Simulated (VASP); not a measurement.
# Se (P3_121) in VASP: notebook

The runs below take Se through single point, with LDA.

Everything below comes from runs of VASP 6.6.1. Logs are shortened: lines on timing, memory, paths and dates and some standing lists are left out, and cuts for length are marked.

## 1. The cell of the first run

It takes space group P3_121 (No. 152, trigonal). The conventional cell has a = 4.307 Å, b = 4.307 Å, c = 4.887 Å, α = 90.00°, β = 90.00°, γ = 120.00°. Se (site symmetry 2) has 2 Se at 2.34 Å within 3.1 Å.

## 2. Single point, LDA (volume scaled by 0.96)

The input, INCAR:

```
  PREC = Accurate
  ENCUT = 520
  EDIFF = 1E-6
  ISMEAR = -1
  SIGMA = 0.03
  LREAL = False
  LASPH = True
  NELM = 80
  ALGO = Normal
  ISIF = 2
  LWAVE = False
  LCHARG = False
  NBANDS = 16
```

The input, KPOINTS:

```
Automatic mesh
0
Gamma
  6 6 5
```

The input, POSCAR:

```
Se
1.0
    4.3071900132      0.0000000000      0.0000000000
   -2.1535950066      3.7301359704      0.0000000000
    0.0000000000      0.0000000000      4.8866512526
Se
3
Direct
    0.2254000000      0.0000000000      0.3333333333
    0.0000000000      0.2254000000      0.6666666667
    0.7746000000      0.7746000000      0.0000000000
```

Potentials or basis: VASP PAW LDA potentials, release 64 (Se).

The run is started by

```sh
$ cat potpaw_LDA.64/Se/POTCAR > POTCAR
$ mpirun -np 1 vasp_std > vasp.out
```

OUTCAR:

```text
PREC = Accurate
   ENCUT = 520
   EDIFF = 1E-6
   ISMEAR = -1
   LREAL = False
   LASPH = True
   NELM = 80
   ISIF = 2

 ion  position               nearest neighbor table
   1  0.225  0.000  0.333-   3 2.34   2 2.34
   2  0.000  0.225  0.667-   3 2.34   1 2.34
   3  0.775  0.775  0.000-   1 2.34   2 2.34

  LATTYP: Found a hexagonal cell.
 ALAT       =     4.3071900132
 C/A-ratio  =     1.1345334749

  Lattice vectors:

 A1 = (   4.3071900132,   0.0000000000,   0.0000000000)
 A2 = (  -2.1535950066,   3.7301359704,   0.0000000000)
 A3 = (   0.0000000000,   0.0000000000,   4.8866512526)

Analysis of symmetry for initial positions (statically):
=====================================================================
 Subroutine PRICEL returns:
 Original cell was already a primitive cell.

 Routine SETGRP: Setting up the symmetry group for a
 hexagonal supercell.

 Subroutine GETGRP returns: Found  6 space group operations
 (whereof  2 operations were pure point group operations)
 out of a pool of 24 trial point group operations.

The static configuration has the point symmetry C_2 .
 The point group associated with its full space group is D_3 .

Analysis of symmetry for dynamics (positions and initial velocities):
=====================================================================
 Subroutine PRICEL returns:
 Original cell was already a primitive cell.

 Routine SETGRP: Setting up the symmetry group for a
 hexagonal supercell.

 Subroutine GETGRP returns: Found  6 space group operations
 (whereof  2 operations were pure point group operations)
 out of a pool of 24 trial point group operations.

The dynamic configuration has the point symmetry C_2 .
 The point group associated with its full space group is D_3 .

 Subroutine INISYM returns: Found  6 space group operations
 (whereof  2 operations are pure point group operations),
 and found     1 'primitive' translations

----------------------------------------------------------------------------------------

                                     Primitive cell

  volume of cell :      78.5109

  direct lattice vectors                    reciprocal lattice vectors
     4.307190013  0.000000000  0.000000000     0.232169929  0.134043371  0.000000000
    -2.153595007  3.730135970  0.000000000     0.000000000  0.268086742  0.000000000
     0.000000000  0.000000000  4.886651253     0.000000000  0.000000000  0.204639118

  length of vectors
     4.307190013  4.307190013  4.886651253     0.268086742  0.268086742  0.204639118

  position of ions in fractional coordinates (direct lattice)
     0.225400000  0.000000000  0.333333333
     1.000000000  0.225400000  0.666666667
     0.774600000  0.774600000  0.000000000

  ion indices of the primitive-cell ions
   primitive index   ion index
                 1           1
                 2           2
                 3           3

----------------------------------------------------------------------------------------

 KPOINTS: Automatic mesh

Automatic generation of k-mesh.
 Grid dimensions read from file:
 generate k-points for:    6    6    5

 Generating k-lattice:

  Cartesian coordinates                     Fractional coordinates (reciprocal lattice)
     0.038694988  0.022340562  0.000000000     0.166666667 -0.000000000  0.000000000
     0.000000000  0.044681124  0.000000000     0.000000000  0.166666667  0.000000000
     0.000000000  0.000000000  0.040927824     0.000000000  0.000000000  0.200000000

  Length of vectors
     0.044681124  0.044681124  0.040927824

  Shift w.r.t. Gamma in fractional coordinates (k-lattice)
     0.000000000  0.000000000  0.000000000

 Subroutine IBZKPT returns following result:
 ===========================================

 Found     27 irreducible k-points:

 Following reciprocal coordinates:
            Coordinates               Weight
  0.000000  0.000000  0.000000      1.000000
  0.166667  0.000000  0.000000      6.000000
  0.333333  0.000000  0.000000      6.000000
  0.500000  0.000000  0.000000      3.000000
  0.166667  0.166667  0.000000      6.000000
  0.333333  0.166667  0.000000     12.000000
[... 16 lines left out ...]
  0.500000  0.000000  0.400000      6.000000
  0.166667  0.166667  0.400000     12.000000
 [... further k-points ...]
   k-points           NKPTS =     27   k-points in BZ     NKDIM =     27   number of bands    NBANDS=     16
   number of dos      NEDOS =    301   number of ions     NIONS =      3
   total plane-waves  NPLWV =  36864
   dimension x,y,z NGX =    32 NGY =   32 NGZ =   36
   dimension x,y,z NGXF=    64 NGYF=   64 NGZF=   72
   ions per type =               3
   NGX,Y,Z   is equivalent  to a cutoff of  12.35, 12.35, 12.25 a.u.
   NGXF,Y,Z  is equivalent  to a cutoff of  24.70, 24.70, 24.49 a.u.
 SYSTEM =  unknown system
   PREC   = accura    normal or accurate (medium, high low for compatibility)
   ISTART =      0    job   : 0-new  1-cont  2-samecut
   ICHARG =      2    charge: 1-file 2-atom 10-const
   ISPIN  =      1    spin polarized calculation?
   LNONCOLLINEAR =      F non collinear calculations
   LSORBIT =      F    spin-orbit coupling
   LASPH  =      T    aspherical Exc in radial PAW
   ENCUT  =  520.0 eV  38.22 Ry    6.18 a.u.   8.01  8.01  9.09*2*pi/ulx,y,z
   NELM   =     80;   NELMIN=  2; NELMDL= -5     # of ELM steps
   EDIFF  = 0.1E-05   stopping-criterion for ELM
   LREAL  =      F    real-space projection
   EDIFFG = 0.1E-04   stopping-criterion for IOM
   NSW    =      0    number of steps for IOM
   IBRION =     -1    ionic relax: 0-MD 1-quasi-New 2-CG
   NFREE  =      0    steps in history (QN), initial steepest desc. (CG)
   ISIF   =      2    stress and relaxation
   ISYM   =      2    0-nonsym 1-usesym 2-fastsym
   POTIM  = 0.5000    time-step for ionic-motion
   TEBEG  =    0.0;   TEEND  =   0.0 temperature during run
   PSTRESS=    0.0 pullay stress
   NELECT =      18.0000    total number of electrons
   NUPDOWN=      -1.0000    fix difference up-down
   EMIN   =  10.00;   EMAX   =-10.00  energy-range for DOS
   EFERMI =   0.00;   METHOD = LEGACY
   ISMEAR =    -1;   SIGMA  =   0.03  broadening in eV -4-tet -1-fermi 0-gaus
   EFERMI_NEDOS =   21; number of points for ismear=-14 and -15
   IALGO  =     38    algorithm
   IMIX   =      4    mixing-type and parameters
     AMIX     =   0.40;   BMIX     =  1.00
     AMIX_MAG =   1.60;   BMIX_MAG =  1.00
  volume/ion in A,a.u.               =      26.17       176.61
  Fermi-wavevector in a.u.,A,eV,Ry     =   1.001972  1.893453 13.659545  1.003948
  Thomas-Fermi vector in A             =   2.134429
   LORBIT       =      0    0 simple, 1 ext, 2 COOP (PROOUT), +10 PAW based schemes
   GGA     = CA    functional components
   LHFCALC =     F    Hartree Fock is set to
   AEXX    =    0.0000 exact exchange contribution
   IVDW    =     0    specifies the selected vdW correction
   LEPSILON=     F    determine dielectric tensor
   LRPA    =     F    only Hartree local field effects (RPA)
 non-spin polarized calculation
  energy-cutoff  :      520.00
  volume of cell :       78.51
 maximum number of plane-waves:      2134
   NGX = 17   NGY = 17   NGZ = 19

 number of electron      18.0000002 magnetization

 Free energy of the ion-electron system (eV)
  ---------------------------------------------------
  ext. energy  EPLUGINS =         0.00000000
  ---------------------------------------------------
  free energy    TOTEN  =       -12.32106210 eV

  energy without entropy =      -12.32106210  energy(sigma->0) =      -12.32106210

 E-fermi :   3.6061     XC(G=0):  -9.3525

 val. band max:        3.0008253055   @ k =  -0.1667   0.5000   0.4000
 cond. band min:       4.1567903640   @ k =   0.0000   0.0000   0.4000
 fundamental gap:      1.1559650585
 Fermi energy:         3.6061169977

 k-point     1 :       0.0000    0.0000    0.0000
  band No.  band energies     occupation
      1     -13.1273      2.00000
      2      -8.7723      2.00000
      3      -8.7723      2.00000
      4      -0.8985      2.00000
      5      -0.8720      2.00000
      6      -0.8720      2.00000
[... 8 lines left out ...]
     15       9.3072      0.00000
     16      11.3751      0.00000

 k-point     2 :       0.1667    0.0000    0.0000
  band No.  band energies     occupation
      1     -13.0138      2.00000
      2      -8.8765      2.00000
      3      -8.7580      2.00000
      4      -1.6912      2.00000
      5      -1.2277      2.00000
      6      -0.6516      2.00000
[... 8 lines left out ...]
     15      10.2690      0.00000
     16      11.3560      0.00000

 k-point     3 :       0.3333    0.0000    0.0000
  band No.  band energies     occupation
      1     -12.7555      2.00000
      2      -9.1453      2.00000
      3      -8.7284      2.00000
      4      -2.2460      2.00000
      5      -1.6656      2.00000
      6      -0.7118      2.00000
[... 8 lines left out ...]
     15      11.4846      0.00000
     16      12.5246      0.00000

 k-point     4 :       0.5000    0.0000    0.0000
  band No.  band energies     occupation
      1     -12.6046      2.00000
      2      -9.3157      2.00000
      3      -8.7131      2.00000
      4      -2.3600      2.00000
      5      -1.8485      2.00000
      6      -0.5639      2.00000
[... 8 lines left out ...]
     15      12.7187      0.00000
     16      12.7476      0.00000

 k-point     5 :       0.1667    0.1667    0.0000
  band No.  band energies     occupation
      1     -12.8255      2.00000
      2      -9.0295      2.00000
      3      -8.7782      2.00000
      4      -2.0691      2.00000
      5      -1.7606      2.00000
      6      -0.4985      2.00000
[... 8 lines left out ...]
     15      11.0532      0.00000
     16      11.7985      0.00000

 k-point     6 :       0.3333    0.1667    0.0000
  band No.  band energies     occupation
      1     -12.6083      2.00000
      2      -9.2111      2.00000
      3      -8.8257      2.00000
      4      -2.2724      2.00000
      5      -1.9881      2.00000
      6      -0.3938      2.00000
[... 8 lines left out ...]
     15      12.0266      0.00000
     16      12.5105      0.00000

 k-point     7 :       0.3333    0.3333    0.0000
  band No.  band energies     occupation
      1     -12.5309      2.00000
      2      -9.0675      2.00000
      3      -9.0675      2.00000
      4      -2.1715      2.00000
      5      -2.1715      2.00000
      6       0.0830      2.00000
[... 8 lines left out ...]
     15      10.6394      0.00000
     16      12.8027      0.00000

 k-point     8 :       0.0000    0.0000    0.2000
  band No.  band energies     occupation
      1     -12.9284      2.00000
      2     -10.1701      2.00000
      3      -7.4140      2.00000
      4      -1.3772      2.00000
      5      -0.7821      2.00000
      6      -0.5808      2.00000
[... 8 lines left out ...]
     15      10.0318      0.00000
     16      10.2145      0.00000

 k-point     9 :       0.1667    0.0000    0.2000
  band No.  band energies     occupation
      1     -12.8184      2.00000
      2     -10.1328      2.00000
      3      -7.5909      2.00000
      4      -1.7308      2.00000
      5      -1.2651      2.00000
      6      -0.4779      2.00000
[... 8 lines left out ...]
     15      10.2950      0.00000
     16      10.5404      0.00000
[... 172 lines left out ...]
 k-point    19 :       0.1667    0.0000    0.4000
  band No.  band energies     occupation
      1     -12.2430      2.00000
      2     -11.3203      2.00000
      3      -6.7594      2.00000
      4      -2.1251      2.00000
      5      -0.9983      2.00000
      6      -0.5493      2.00000
[... 8 lines left out ...]
     15      10.9638      0.00000
     16      11.0498      0.00000

 k-point    20 :       0.0000    0.1667    0.4000
  band No.  band energies     occupation
      1     -12.2409      2.00000
      2     -11.3245      2.00000
      3      -6.7446      2.00000
      4      -2.1675      2.00000
      5      -1.0944      2.00000
      6      -0.5601      2.00000
[... 8 lines left out ...]
     15      10.5171      0.00000
     16      11.4901      0.00000

 k-point    21 :       0.3333    0.0000    0.4000
  band No.  band energies     occupation
      1     -12.0250      2.00000
      2     -11.1448      2.00000
      3      -7.3382      2.00000
      4      -2.6615      2.00000
      5      -1.5541      2.00000
      6      -0.9851      2.00000
[... 8 lines left out ...]
     15      11.1076      0.00000
     16      11.5544      0.00000

 k-point    22 :       0.0000    0.3333    0.4000
  band No.  band energies     occupation
      1     -12.0161      2.00000
      2     -11.1629      2.00000
      3      -7.2961      2.00000
      4      -2.7921      2.00000
      5      -1.6413      2.00000
      6      -0.9484      2.00000
[... 8 lines left out ...]
     15      10.8446      0.00000
     16      11.9803      0.00000

 k-point    23 :       0.5000    0.0000    0.4000
  band No.  band energies     occupation
      1     -11.8960      2.00000
      2     -11.0608      2.00000
      3      -7.6035      2.00000
      4      -3.0435      2.00000
      5      -1.7833      2.00000
      6      -1.1433      2.00000
[... 8 lines left out ...]
     15      12.0362      0.00000
     16      12.2898      0.00000

 k-point    24 :       0.1667    0.1667    0.4000
  band No.  band energies     occupation
      1     -12.0790      2.00000
      2     -11.1988      2.00000
      3      -7.1687      2.00000
      4      -2.5213      2.00000
      5      -1.6017      2.00000
      6      -0.9592      2.00000
[... 8 lines left out ...]
     15      10.9320      0.00000
     16      11.3202      0.00000

 [... further k-points ...]
[... 5 lines left out ...]
  --------------------------------------------------------------------------------------
  -------------------------------------------------------------------------------------
  Total        0.2249014      0.2249014      1.6563988     -0.0000000      0.0000000     -0.0000000
  in kB        4.5895775      4.5895775     33.8022368     -0.0000000      0.0000000     -0.0000000
  external PRESSURE =      14.3271306 kB  Pullay stress =       0.0000000 kB

 VOLUME and BASIS-vectors are now :
 -----------------------------------------------------------------------------
  energy-cutoff  :      520.00
  volume of cell :       78.51
      direct lattice vectors                 reciprocal lattice vectors
     4.307190013  0.000000000  0.000000000     0.232169929  0.134043371  0.000000000
    -2.153595007  3.730135970  0.000000000     0.000000000  0.268086742  0.000000000
     0.000000000  0.000000000  4.886651253     0.000000000  0.000000000  0.204639118

 POSITION                                       TOTAL-FORCE (eV/Angst)
 -----------------------------------------------------------------------------------
      0.97084      0.00000      1.62888         0.705199      0.000000      0.000000
     -0.48542      0.84077      3.25777        -0.352600      0.610720     -0.000000
      1.66817      2.88936      0.00000        -0.352600     -0.610720     -0.000000
 -----------------------------------------------------------------------------------
    total drift:                                0.000000      0.000000     -0.000000

  FREE ENERGIE OF THE ION-ELECTRON SYSTEM (eV)
  ---------------------------------------------------
  free  energy   TOTEN  =       -12.3210621003 eV

  energy  without entropy=      -12.3210621000  energy(sigma->0) =      -12.32106210
```

Wall time 7.8 s (1 thread of Intel Xeon 6975P-C (Granite Rapids), shared host); peak memory 0.16 GiB.

What came out:

```
Free energy            : -12.3211 eV
Pressure               : 1.4 GPa
Largest force          : 0.705 eV/Å
Band gap on the k mesh : 1.16 eV, indirect (least direct gap 1.49 eV)
```

Forces in eV/Å, atoms in the order of the input:
```
Se   0.705  0.000  0.000
Se  -0.353  0.611  0.000
Se  -0.353 -0.611  0.000
```

Levels at points of the mesh, in eV from the valence-band top:
```csv
k point,band 7,band 8,band 9,band 10,band 11,band 12
"(0.00, 0.00, 0.00)",-2.12,-2.12,-0.36,1.95,1.95,2.20
"(0.50, 0.00, 0.00)",-3.00,-1.81,-0.98,1.96,2.39,4.36
```

 A k mesh can miss the band edges.

## 3. Single point, LDA (zz strain of -2 %)

The input, INCAR:

```
ALGO = Normal
EDIFF = 1E-7
ENCUT = 520
ISIF = 2
ISMEAR = -1
LASPH = T
LCHARG = F
LREAL = F
LWAVE = F
NBANDS = 16
NELM = 100
PREC = Accurate
SIGMA = 0.03
```

The input, KPOINTS:

```
k-points
0
Gamma
  6 6 5
```

The input, POSCAR:

```
Se
1.0
    4.3661999489      0.0000000000      0.0000000000
   -2.1830999745      3.7812400738      0.0000000000
    0.0000000000      0.0000000000      4.8545280000
Se
3
Direct
    0.2254000000      0.0000000000      0.3333333333
    0.0000000000      0.2254000000      0.6666666667
    0.7746000000      0.7746000000      0.0000000000
```

Potentials or basis: VASP PAW LDA potentials, release 64 (Se).

The run is started by

```sh
$ cat potpaw_LDA.64/Se/POTCAR > POTCAR
$ mpirun -np 1 vasp_std > vasp.out
```

It took 9.1 s on 1 thread of Intel Xeon 6975P-C (Granite Rapids), shared host; peak memory 0.16 GiB.

The run converged. Its results:

```
Free energy            : -12.3119 eV
Pressure               : 0.6 GPa
Largest force          : 0.509 eV/Å
Band gap on the k mesh : 1.14 eV, indirect (least direct gap 1.56 eV)
```

Forces in eV/Å, atoms in the order of the input:
```
Se   0.509  0.000  0.000
Se  -0.255  0.441  0.000
Se  -0.255 -0.441  0.000
```

Stress tensor (GPa, compression positive):
```
-0.40  0.00  0.00
 0.00 -0.40  0.00
 0.00  0.00  2.52
```

Levels at points of the mesh, in eV from the valence-band top:
| k point | band 7 | band 8 | band 9 | band 10 | band 11 | band 12 |
| --- | --- | --- | --- | --- | --- | --- |
| (0.00, 0.00, 0.00) | -2.09 | -2.09 | -0.34 | 1.99 | 1.99 | 2.14 |
| (0.50, 0.00, 0.00) | -2.88 | -1.76 | -0.93 | 1.99 | 2.38 | 4.25 |

Caveat: the cell differs from its parent crystal (zz strain of -2 %). A k mesh can miss the band edges.
